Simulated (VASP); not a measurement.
# ZnCdSe4S2 (P4/mmm) in VASP: relaxation of cell and atoms with PBE

Aim: the relaxation of cell and atoms of ZnCdSe4S2 with PBE.

All numbers are computed with VASP 6.6.1; they aren't measurements. Logs are shortened: lines on timing, memory, paths and dates and some standing lists are left out, and cuts for length are marked.

## Step 1: The cell of the first run

The structure is tetragonal, space group P4/mmm (No. 123). Conventional cell: a = 4.678 Å, b = 4.678 Å, c = 9.049 Å, α = 90.00°, β = 90.00°, γ = 90.00°. Within 2.7 Å of Zn (site symmetry 4/mmm) lie 2 Se at 2.03 Å. Within 3.1 Å of Cd (site symmetry 4/mmm) lie 6 Se at 2.34 to 2.49 Å. Se (site symmetry mmm) has 2 Cd at 2.34 Å and 4 S at 3.14 Å and 8 Se at 3.31 to 3.42 Å within 3.5 Å. Se (site symmetry 4mm) has 1 Zn at 2.03 Å and 1 Cd at 2.49 Å within 2.7 Å. Within 4.2 Å of S (site symmetry 4mm) lie 8 Se at 3.14 to 3.33 Å and 4 Cd at 3.92 Å and 4 Zn at 4.10 Å and 1 S at 4.20 Å.

The cell was generated, and may not be a known phase.

## Step 2: Relaxation of cell and atoms, PBE

The input, INCAR:

```
SYSTEM = ZnCdSe4S2
  PREC = Accurate
  ENCUT = 600
  EDIFF = 1E-6
  ISMEAR = 0
  SIGMA = 0.2
  LREAL = .FALSE.
  LASPH = .TRUE.
  NELM = 100
  ALGO = Normal
  ISIF = 3
  LWAVE = .FALSE.
  LCHARG = .FALSE.
  GGA = PE
  IBRION = 2
  NSW = 36
  EDIFFG = -0.08
```

The input, KPOINTS:

```
Automatic mesh
0
G
  4 4 2
  0 0 0
```

The input, POSCAR:

```
ZnCdSe4S2
1.0
    4.6783262600      0.0000000000      0.0000000000
    0.0000000000      4.6783262600      0.0000000000
    0.0000000000      0.0000000000      9.0485820900
Zn Cd Se S
1 1 4 2
Direct
    0.0000000000      0.0000000000      0.5000000000
    0.0000000000      0.0000000000      0.0000000000
    0.0000000000      0.5000000000      0.0000000000
    0.5000000000      0.0000000000      0.0000000000
    0.0000000000      0.0000000000      0.7246710100
    0.0000000000      0.0000000000      0.2753289900
    0.5000000000      0.5000000000      0.7679770000
    0.5000000000      0.5000000000      0.2320230000
```

Potentials or basis: VASP PAW PBE potentials, release 64 (Zn, Cd, Se, S).

On the command line:

```sh
> cat potpaw_PBE.64/Zn/POTCAR potpaw_PBE.64/Cd/POTCAR potpaw_PBE.64/Se/POTCAR potpaw_PBE.64/S/POTCAR > POTCAR
> mpirun -np 1 vasp_std > vasp.out
```

OUTCAR:

```text
SYSTEM = ZnCdSe4S2
   PREC = Accurate
   ENCUT = 600
   EDIFF = 1E-6
   ISMEAR = 0
   LREAL = .FALSE.
   LASPH = .TRUE.
   NELM = 100
   ISIF = 3
   GGA = PE
   IBRION = 2
   NSW = 36
   EDIFFG = -0.08

 ion  position               nearest neighbor table
   1  0.000  0.000  0.500-   5 2.03   6 2.03
   2  0.000  0.000  0.000-   3 2.34   4 2.34   3 2.34   4 2.34   5 2.49   6 2.49
   3  0.000  0.500  0.000-   2 2.34   2 2.34
   4  0.500  0.000  0.000-   2 2.34   2 2.34
   5  0.000  0.000  0.725-   1 2.03   2 2.49
   6  0.000  0.000  0.275-   1 2.03   2 2.49
   7  0.500  0.500  0.768-
   8  0.500  0.500  0.232-

  LATTYP: Found a simple tetragonal cell.
 ALAT       =     4.6783262600
 C/A-ratio  =     1.9341494345

  Lattice vectors:

 A1 = (   4.6783262600,   0.0000000000,   0.0000000000)
 A2 = (   0.0000000000,   4.6783262600,   0.0000000000)
 A3 = (   0.0000000000,   0.0000000000,   9.0485820900)

Analysis of symmetry for initial positions (statically):
=====================================================================
 Subroutine PRICEL returns:
 Original cell was already a primitive cell.

 Routine SETGRP: Setting up the symmetry group for a
 simple tetragonal supercell.

 Subroutine GETGRP returns: Found 16 space group operations
 (whereof 16 operations were pure point group operations)
 out of a pool of 16 trial point group operations.

The static configuration has the point symmetry D_4h.

Analysis of symmetry for dynamics (positions and initial velocities):
=====================================================================
 Subroutine PRICEL returns:
 Original cell was already a primitive cell.

 Routine SETGRP: Setting up the symmetry group for a
 simple tetragonal supercell.

 Subroutine GETGRP returns: Found 16 space group operations
 (whereof 16 operations were pure point group operations)
 out of a pool of 16 trial point group operations.

The dynamic configuration has the point symmetry D_4h.

 Subroutine INISYM returns: Found 16 space group operations
 (whereof 16 operations are pure point group operations),
 and found     1 'primitive' translations

----------------------------------------------------------------------------------------

                                     Primitive cell

  volume of cell :     198.0439

  direct lattice vectors                    reciprocal lattice vectors
     4.678326260  0.000000000  0.000000000     0.213751659  0.000000000  0.000000000
     0.000000000  4.678326260  0.000000000     0.000000000  0.213751659  0.000000000
     0.000000000  0.000000000  9.048582090     0.000000000  0.000000000  0.110514552

  length of vectors
     4.678326260  4.678326260  9.048582090     0.213751659  0.213751659  0.110514552

  position of ions in fractional coordinates (direct lattice)
     0.000000000  0.000000000  0.500000000
     0.000000000  0.000000000  0.000000000
     0.000000000  0.500000000  0.000000000
     0.500000000  0.000000000  0.000000000
     0.000000000  0.000000000  0.724671010
     0.000000000  0.000000000  0.275328990
     0.500000000  0.500000000  0.767977000
     0.500000000  0.500000000  0.232023000

  ion indices of the primitive-cell ions
   primitive index   ion index
                 1           1
                 2           2
                 3           3
                 4           4
                 5           5
                 6           6
                 7           7
                 8           8

----------------------------------------------------------------------------------------

 KPOINTS: Automatic mesh

Automatic generation of k-mesh.
 Grid dimensions read from file:
 generate k-points for:    4    4    2

 Generating k-lattice:

  Cartesian coordinates                     Fractional coordinates (reciprocal lattice)
     0.053437915  0.000000000  0.000000000     0.250000000  0.000000000  0.000000000
     0.000000000  0.053437915  0.000000000     0.000000000  0.250000000  0.000000000
     0.000000000  0.000000000  0.055257276     0.000000000  0.000000000  0.500000000

  Length of vectors
     0.053437915  0.053437915  0.055257276

  Shift w.r.t. Gamma in fractional coordinates (k-lattice)
     0.000000000  0.000000000  0.000000000

 Subroutine IBZKPT returns following result:
 ===========================================

 Found     12 irreducible k-points:

 Following reciprocal coordinates:
            Coordinates               Weight
  0.000000  0.000000  0.000000      1.000000
  0.250000  0.000000  0.000000      4.000000
  0.500000  0.000000  0.000000      2.000000
  0.250000  0.250000  0.000000      4.000000
  0.500000  0.250000  0.000000      4.000000
  0.500000  0.500000  0.000000      1.000000
  0.000000  0.000000  0.500000      1.000000
  0.250000  0.000000  0.500000      4.000000
  0.500000  0.000000  0.500000      2.000000
  0.250000  0.250000  0.500000      4.000000
  0.500000  0.250000  0.500000      4.000000
  0.500000  0.500000  0.500000      1.000000
   k-points           NKPTS =     12   k-points in BZ     NKDIM =     12   number of bands    NBANDS=     36
   number of dos      NEDOS =    301   number of ions     NIONS =      8
   total plane-waves  NPLWV = 115200
   dimension x,y,z NGX =    40 NGY =   40 NGZ =   72
   dimension x,y,z NGXF=    80 NGYF=   80 NGZF=  144
   ions per type =               1   1   4   2
   NGX,Y,Z   is equivalent  to a cutoff of  14.21, 14.21, 13.23 a.u.
   NGXF,Y,Z  is equivalent  to a cutoff of  28.43, 28.43, 26.46 a.u.
 SYSTEM =  ZnCdSe4S2
   PREC   = accura    normal or accurate (medium, high low for compatibility)
   ISTART =      0    job   : 0-new  1-cont  2-samecut
   ICHARG =      2    charge: 1-file 2-atom 10-const
   ISPIN  =      1    spin polarized calculation?
   LNONCOLLINEAR =      F non collinear calculations
   LSORBIT =      F    spin-orbit coupling
   LASPH  =      T    aspherical Exc in radial PAW
   ENCUT  =  600.0 eV  44.10 Ry    6.64 a.u.   9.34  9.34 18.07*2*pi/ulx,y,z
   NELM   =    100;   NELMIN=  2; NELMDL= -5     # of ELM steps
   EDIFF  = 0.1E-05   stopping-criterion for ELM
   LREAL  =      F    real-space projection
   EDIFFG = -.8E-01   stopping-criterion for IOM
   NSW    =     36    number of steps for IOM
   IBRION =      2    ionic relax: 0-MD 1-quasi-New 2-CG
   NFREE  =      1    steps in history (QN), initial steepest desc. (CG)
   ISIF   =      3    stress and relaxation
   ISYM   =      2    0-nonsym 1-usesym 2-fastsym
   POTIM  = 0.5000    time-step for ionic-motion
   TEBEG  =    0.0;   TEEND  =   0.0 temperature during run
   PSTRESS=    0.0 pullay stress
   NELECT =      60.0000    total number of electrons
   NUPDOWN=      -1.0000    fix difference up-down
   EMIN   =  10.00;   EMAX   =-10.00  energy-range for DOS
   EFERMI =   0.00;   METHOD = LEGACY
   ISMEAR =     0;   SIGMA  =   0.20  broadening in eV -4-tet -1-fermi 0-gaus
   EFERMI_NEDOS =   21; number of points for ismear=-14 and -15
   IALGO  =     38    algorithm
   IMIX   =      4    mixing-type and parameters
     AMIX     =   0.40;   BMIX     =  1.00
     AMIX_MAG =   1.60;   BMIX_MAG =  1.00
  volume/ion in A,a.u.               =      24.76       167.06
  Fermi-wavevector in a.u.,A,eV,Ry     =   1.099524  2.077799 16.448806  1.208953
  Thomas-Fermi vector in A             =   2.235920
   LORBIT       =      0    0 simple, 1 ext, 2 COOP (PROOUT), +10 PAW based schemes
   GGA     = PE    functional components
   LHFCALC =     F    Hartree Fock is set to
   AEXX    =    0.0000 exact exchange contribution
   IVDW    =     0    specifies the selected vdW correction
   LEPSILON=     F    determine dielectric tensor
   LRPA    =     F    only Hartree local field effects (RPA)
 conjugate gradient relaxation of ions
 non-spin polarized calculation
 Gauss-broadening in eV      SIGMA  =   0.20
  energy-cutoff  :      600.00
  volume of cell :      198.04
 maximum number of plane-waves:      6641
 NGX is ok and might be reduce to    40
   NGX = 19   NGY = 19   NGZ = 37

--------------------------------------- Ionic step        1  -------------------------------------------

 number of electron      60.0000026 magnetization

 Free energy of the ion-electron system (eV)
  ---------------------------------------------------
  ext. energy  EPLUGINS =         0.00000000
  ---------------------------------------------------
  free energy    TOTEN  =       -15.30672019 eV

  energy without entropy =      -15.17429272  energy(sigma->0) =      -15.24050646

------------------------ aborting loop because EDIFF is reached ----------------------------------------

  FORCE on cell =-STRESS in cart. coord.  units (eV):
  Direction    XX          YY          ZZ          XY          YZ          ZX
  --------------------------------------------------------------------------------------
  -------------------------------------------------------------------------------------
  Total       14.5327222     14.5327222     25.7212132      0.0000000      0.0000000      0.0000000
  in kB      117.5698629    117.5698629    208.0848634      0.0000000      0.0000000      0.0000000
  external PRESSURE =     147.7415297 kB  Pullay stress =       0.0000000 kB
[... 107 lines left out ...]
  FREE ENERGIE OF THE ION-ELECTRON SYSTEM (eV)
  ---------------------------------------------------
  free  energy   TOTEN  =       -17.3504730480 eV

  energy  without entropy=      -17.1723890574  energy(sigma->0) =      -17.26143105

 E-fermi :   0.3112     XC(G=0):  -7.9961

 val. band max:        0.3076673852   @ k =   0.2500   0.0000   0.0000
 cond. band min:       0.3130242888   @ k =   0.0000   0.0000   0.0000
 fundamental gap:      0.0053569036
 Fermi energy:         0.3111891077

 k-point     1 :       0.0000    0.0000    0.0000
  band No.  band energies     occupation
      1     -13.2819      2.00000
      2     -12.2821      2.00000
      3     -11.9938      2.00000
      4     -11.7828      2.00000
      5     -10.7895      2.00000
      6     -10.7373      2.00000
[... 457 lines left out ...]
     35       2.9007      0.00000
     36       4.6193      0.00000

[... ionic steps 4 to 23 ...]

--------------------------------------- Ionic step       24  -------------------------------------------

 number of electron      60.0000021 magnetization

------------------------ aborting loop because EDIFF is reached ----------------------------------------

  FORCE on cell =-STRESS in cart. coord.  units (eV):
  Direction    XX          YY          ZZ          XY          YZ          ZX
  --------------------------------------------------------------------------------------
  -------------------------------------------------------------------------------------
  Total        0.3093706      0.3093706      0.9042160      0.0000000      0.0000000      0.0000000
  in kB        1.7084919      1.7084919      4.9935123      0.0000000      0.0000000      0.0000000
  external PRESSURE =       2.8034987 kB  Pullay stress =       0.0000000 kB
[... 69 lines left out ...]
  energy  without entropy=      -20.8689443830  energy(sigma->0) =      -20.99318335

--------------------------------------- Ionic step       26  -------------------------------------------

 number of electron      60.0000013 magnetization

 Free energy of the ion-electron system (eV)
  ---------------------------------------------------
  ext. energy  EPLUGINS =         0.00000000
  ---------------------------------------------------
  free energy    TOTEN  =       -21.11811609 eV

  energy without entropy =      -20.87090777  energy(sigma->0) =      -20.99451193

 E-fermi :  -0.2900     XC(G=0):  -7.0946

 val. band max:       -0.2914399045   @ k =   0.0000   0.0000   0.0000
 cond. band min:      -0.2734708730   @ k =   0.2500   0.0000   0.5000
 fundamental gap:      0.0179690314
 Fermi energy:        -0.2900052629

 k-point     1 :       0.0000    0.0000    0.0000
  band No.  band energies     occupation
      1     -16.5974      2.00000
      2     -13.2086      2.00000
      3     -12.8723      2.00000
      4     -11.9805      2.00000
      5     -11.7135      2.00000
      6     -11.4142      2.00000
[... 492 lines left out ...]
  FREE ENERGIE OF THE ION-ELECTRON SYSTEM (eV)
  ---------------------------------------------------
  free  energy   TOTEN  =       -21.1181160857 eV

  energy  without entropy=      -20.8709077747  energy(sigma->0) =      -20.99451193

 reached required accuracy - stopping structural energy minimisation
```

It took 27 min on 1 thread of Intel Xeon 6975P-C (Granite Rapids), shared host; peak memory 0.43 GiB.

Results:

| Property | Result |
| --- | --- |
| Free energy | -21.1181 eV |
| Relaxed volume | 36.42 Å³/atom |
| Relaxed cell | a = 5.360 Å, b = 5.360 Å, c = 10.143 Å, α = 90.00°, β = 90.00°, γ = 90.00° |
| Space group after relaxing (to 0.1 Å) | P4/mmm (No. 123) |
| Pressure after relaxing | 0.0 GPa |
| Largest force after relaxing | 0.047 eV/Å |
| Band gap on the k mesh | zero (bands 30 and 31 overlap by 0.27 eV) |

Forces in eV/Å, atoms in the order of the input:
```
Zn   0.000  0.000  0.000
Cd   0.000  0.000  0.000
Se   0.000  0.000  0.000
Se   0.000  0.000  0.000
Se   0.000  0.000  0.047
Se   0.000  0.000 -0.047
S    0.000  0.000  0.015
S    0.000  0.000 -0.015
```

Final structure:
```
CELL_PARAMETERS angstrom
5.35981 0.00000 0.00000
0.00000 5.35981 0.00000
0.00000 0.00000 10.14295
ATOMIC_POSITIONS crystal
Zn 0.00000 0.00000 0.50000
Cd 0.00000 0.00000 0.00000
Se 0.00000 0.50000 0.00000
Se 0.50000 0.00000 0.00000
Se 0.00000 0.00000 0.72025
Se 0.00000 0.00000 0.27975
S 0.50000 0.50000 0.89880
S 0.50000 0.50000 0.10120
```

Levels at points of the mesh, in eV from the Fermi level:
```
           k point  band 27  band 28  band 29  band 30  band 31  band 32  band 33  band 34
(0.00, 0.00, 0.00)    -0.99    -0.47    -0.47     0.00     0.00     0.12     1.63     1.63
(0.50, 0.00, 0.00)    -1.49    -0.85    -0.42    -0.12    -0.07     0.90     1.70     2.66
(0.50, 0.50, 0.00)    -0.89    -0.89    -0.22    -0.11    -0.11     0.97     0.97     2.48
(0.00, 0.00, 0.50)    -1.61    -0.42    -0.42    -0.03    -0.03     1.34     1.64     1.64
(0.50, 0.00, 0.50)    -0.89    -0.55    -0.55    -0.36     0.02     0.86     1.70     2.63
(0.50, 0.50, 0.50)    -0.61    -0.61    -0.43    -0.43    -0.22     0.95     0.95     2.45
```

Caveat: the volume moved by over 15 % at a fixed basis, so the end points are rough; semilocal functionals underestimate gaps, and a narrow one can read as zero; the relaxation stopped at a loose force limit of 0.08 eV/Å, so its end isn't a converged minimum.
